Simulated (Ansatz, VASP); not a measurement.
Two plane-wave programs on NbP

```
Nb P
1.0
    -1.67492    1.67492    5.74011
     1.67492   -1.67492    5.74011
     1.67492    1.67492   -5.74011
Nb P
2 2
Direct
  0.24988 0.74988 0.50000
  0.49988 0.49988 0.00000
  0.83275 0.33275 0.50000
  0.08275 0.08275 0.00000
```

Alike in both runs: functional LDA; k mesh 9 × 9 × 9; occupations fermi-dirac, width 0.05 eV; no spin polarisation.

|  | VASP | Ansatz |
| --- | --- | --- |
| version | VASP 6.6.1 | Ansatz 0.2.0 |
| potentials or method | VASP PAW LDA potentials, release 64 (Nb_sv, P) | Ansatz PAW |
| plane-wave cutoff (eV) | 520 | 420 |
| valence electrons in the cell | 36 | 36 |
| task | single point | band structure |

Ansatz gave:

| Quantity | Value |
| --- | --- |
| gap on the k mesh at the Fermi level (eV) | none |
| pressure (GPa) | -9.3 |
| traceless stress, the component that is largest in VASP (GPa) | 0.24 |
| rms of the force components (eV/Å) | 0.006 |

Problem. What did VASP give for the same quantities?

Solution. gap on the k mesh at the Fermi level (eV): none; pressure (GPa): -9.4; traceless stress, the component that is largest in VASP (GPa): 0.23; rms of the force components (eV/Å): 0.006.

LDA's correlation is that of Perdew and Zunger in VASP and of Perdew and Wang (1992) in Ansatz. Atom by atom the forces differ by 0.000 eV/Å (rms over components). A gap of «none» marks a metal or a gap that the smearing closes.
